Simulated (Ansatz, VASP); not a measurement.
**Tl in VASP and in Ansatz**

The input INCAR:

```
PREC = Accurate
ENCUT = 500
EDIFF = 1E-6
ISMEAR = 0
SIGMA = 0.05
LREAL = False
LASPH = True
NELM = 120
ALGO = Normal
ISIF = 2
LWAVE = False
LCHARG = False
GGA = PE
NBANDS = 20
GGA_COMPAT = False
```

The input KPOINTS:

```
regular mesh
0
Gamma
  18 18 8
```

Contents of POSCAR:

```
Tl
1.0
    3.4560000000      0.0000000000      0.0000000000
   -1.7280000000      2.9929838000      0.0000000000
    0.0000000000      0.0000000000      5.5250000000
Tl
2
Direct
    0.3333333300      0.6666666700      0.2500000000
    0.6666666700      0.3333333300      0.7500000000
```

Input for Ansatz:

```yaml
crystal:
  lattice:
    - [3.456, 0.0, 0.0]
    - [-1.728, 2.9929838, 0.0]
    - [0.0, 0.0, 5.525]
  atoms:
    - { symbol: Tl, position: [0.33333333, 0.66666667, 0.25] }
    - { symbol: Tl, position: [0.66666667, 0.33333333, 0.75] }
basis:
  ecutwfc: 420
kpoints:
  mp_grid: { grid: [18, 18, 8] }
hamiltonian:
  xc: pbe
scf:
  occupations: { method: gaussian, width: 0.05 }
output:
  forces: true
  eigenvalues: true
  eigenstates:
    nscf_kmesh: { grid: [30, 30, 16] }
    top_band: c6
    de_dk: true
    localisation: false
  stress: true
checkpoint:
  write: ck
  compress: false
  write_wavefunctions: false
  write_every: 100000
```

Alike in both runs: task single point; functional PBE; k mesh 18 × 18 × 8; occupations gaussian, width 0.05 eV; no spin polarisation.

|  | VASP | Ansatz |
| --- | --- | --- |
| version | VASP 6.6.1 | Ansatz 0.2.0 |
| potentials or method | VASP PAW PBE potentials, release 64 (Tl_d), cutoff 500 eV | scalar-relativistic, plane waves, PAW |
| valence electrons in the cell | 26 | 26 |

```tsv
	VASP	Ansatz	Ansatz less VASP
pressure (GPa)	3.1	3.2	+0.06
```

With one functional, cell and mesh, what is left measures potentials, basis and numerics.

Neither program's run includes spin-orbit coupling.
